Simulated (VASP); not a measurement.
Runs of VASP 6.6.1 on CuO. The structure is that of space group P4_2/mmc (No. 131), or close to it. The cells are those of the table. 

| cell | smearing | gap on the mesh (eV) | pressure (GPa) |
| --- | --- | --- | --- |
| a = 4.098, b = 4.101, c = 5.357 Å, 8 atoms | gaussian 0.1 eV | none | -2.3 |
| a = 4.206, b = 4.218, c = 4.945 Å, 8 atoms | gaussian 0.1 eV | none | (a) |
| a = 4.282, b = 4.283, c = 4.842 Å, 8 atoms | gaussian 0.1 eV | none | 5.5 |
| a = 4.133, b = 4.136, c = 5.254 Å, 8 atoms | gaussian 0.1 eV | none | -0.8 |
| a = 4.206, b = 4.208, c = 5.048 Å, 8 atoms | gaussian 0.1 eV | none | 2.2 |
| a = 4.227, b = 4.239, c = 4.842 Å, 8 atoms | gaussian 0.1 eV | none | (c) |
| a = 4.243, b = 4.245, c = 4.945 Å, 8 atoms | gaussian 0.1 eV | none | (b) |
| a = 4.185, b = 4.197, c = 5.048 Å, 8 atoms | gaussian 0.1 eV | none | 3.3 |
| a = 4.164, b = 4.176, c = 5.151 Å, 8 atoms | gaussian 0.15 eV | none | 0.5 |
| a = 4.164, b = 4.176, c = 5.151 Å, 8 atoms | gaussian 0.1 eV | none | 0.7 |

Alike in all rows: task single point; level PBE; potentials or basis VASP PAW PBE potentials, release 64 (Cu, O); no spin polarisation; k mesh 8 × 8 × 8; cutoff (eV) 520.

Fill in the values left out.

(a) 6.1; (b) 3.8; (c) 9.2.

Caveats: semilocal functionals often make such compounds metallic where correlation or magnetic order opens a gap, which also shifts bond lengths.

A gap of «none» marks levels without a gap at the run's occupations.
